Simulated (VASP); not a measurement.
Crystal: LaTiO3.

```
CELL_PARAMETERS angstrom
3.92000 0.00000 0.00000
0.00000 3.92000 0.00000
0.00000 0.00000 3.92000
ATOMIC_POSITIONS crystal
La 0.00000 0.00000 0.00000
Ti 0.50000 0.50000 0.50000
O 0.00000 0.50000 0.50000
O 0.50000 0.50000 0.00000
O 0.50000 0.00000 0.50000
```

Base run:

```yaml
Program: VASP 6.6.1
Functional: LDA
Potentials_or_basis: VASP PAW LDA potentials, release 64 (La, Ti_sv, O)
Cutoff: 600 eV
k_mesh: 5 × 5 × 5
Occupations: gaussian, width 0.05 eV
Spin: collinear spin
Starting_moments: "[0.03, 0.67, 0.01, -0.02, 0.01] μB"
Fixed_moment: 0.9 μB
Hubbard_terms: Ti d U = 5.0 eV
```

Its results: pressure -0.4 GPa; site moments La +0.18; Ti +0.59; O -0.02 μB.

After a change of settings the same cell gave: pressure 0.3 GPa; site moments La +0.22; Ti +0.67; O -0.01 μB. Which change was it?
A. fixed moment from 0.9 μB to 0.25 μB; moments at the start from [0.03, 0.67, 0.01, -0.02, 0.01] to [0.0, 0.25, 0.0, 0.0, 0.0]
B. fixed moment from 0.9 μB to none; moments at the start from [0.03, 0.67, 0.01, -0.02, 0.01] to [0.06, 0.68, 0.01, -0.02, 0.01]
C. fixed moment from 0.9 μB to none; moments at the start from [0.03, 0.67, 0.01, -0.02, 0.01] to [0.13, 0.55, -0.03, -0.03, -0.03]
D. fixed moment from 0.9 μB to 1.1 μB; moments at the start from [0.03, 0.67, 0.01, -0.02, 0.01] to [0.08, 0.7, 0.04, -0.02, 0.04]

D.

Caveats: the total moment is fixed, so each spin has its own Fermi level.
